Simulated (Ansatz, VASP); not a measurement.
**One calculation of Al6H, two programs**

```
CELL_PARAMETERS angstrom
5.71430 0.00000 0.00000
-2.85715 4.94873 0.00000
0.00000 0.00000 22.60164
ATOMIC_POSITIONS crystal
Al 0.33333 0.16667 0.17698
Al 0.33333 0.66667 0.17698
Al 0.83333 0.16667 0.17698
Al 0.83333 0.66667 0.17698
Al 0.16667 0.33333 0.27878
Al 0.16667 0.83333 0.27878
Al 0.66667 0.33333 0.27878
Al 0.66667 0.83333 0.27878
Al 0.00000 0.00000 0.38058
Al 0.00000 0.50000 0.38058
Al 0.50000 0.00000 0.38058
Al 0.50000 0.50000 0.38058
H 0.21211 0.42422 0.44296
H 0.28789 0.57578 0.44296
```

Alike in both runs: task single point; functional PBE; k mesh 6 × 6 × 1; occupations gaussian, width 0.1 eV; no spin polarisation.

|  | VASP | Ansatz |
| --- | --- | --- |
| version | VASP 6.6.1 | Ansatz 0.2.0 |
| potentials or method | VASP PAW PBE potentials, release 64 (Al, H), cutoff 520 eV | scalar-relativistic, plane waves, PAW |
| valence electrons in the cell | 38 | 38 |

|  | VASP | Ansatz | Ansatz less VASP |
| --- | --- | --- | --- |
| gap on the k mesh at the Fermi level (eV) | none | none | - |
| rms of the force components (eV/Å) | 0.526 | 0.528 | +0.0014 |
| work function, face that differs most (eV) | 4.01 | 4.01 | -0.003 |

Atom by atom the forces differ by 0.002 eV/Å (rms over components). A gap of «none» marks a metal or a gap that the smearing closes. The functional is the same, so the differences come from potentials, cutoffs and numerics.
